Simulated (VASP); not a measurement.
ZnSe, 4 atoms in the cell. Symmetry: P4/nmm, No. 129, tetragonal system. Conventional cell: a = 4.101 Å, b = 4.101 Å, c = 6.476 Å, α = 90.00°, β = 90.00°, γ = 90.00°. Zn (site symmetry -4m2) has 4 Se at 2.54 Å and 4 Zn at 2.90 Å within 3.3 Å. Within 3.3 Å of Se (site symmetry 4mm) lie 4 Zn at 2.54 Å. 

```yaml
Program: VASP 6.6.1
Task: single point
Functional: PBE
Potentials_or_basis: VASP PAW PBE potentials, release 64 (Zn, Se)
Cutoff: 520 eV
k_mesh: 8 × 8 × 4
Occupations: gaussian, width 0.02 eV
Spin: no spin polarisation
Dipole_correction: no
Further_INCAR_settings: ALGO = Normal; EDIFF = 1e-07; NBANDS = 26
```

Potentials or basis: VASP PAW PBE potentials, release 64 (Zn, Se).

The run is started by

```bash
$ cat potpaw_PBE.64/Zn/POTCAR potpaw_PBE.64/Se/POTCAR > POTCAR
$ mpirun -np 1 vasp_std > vasp.out
```

Hardware: 1 thread of Intel Xeon 8259CL, with other jobs on the host.

Problem. How long does it take, and how much memory?

Solution. Wall time 110 s on 1 thread of Intel Xeon 8259CL, on a shared host, peak memory 0.28 GiB. Counts: scf iterations 15, k points 45.
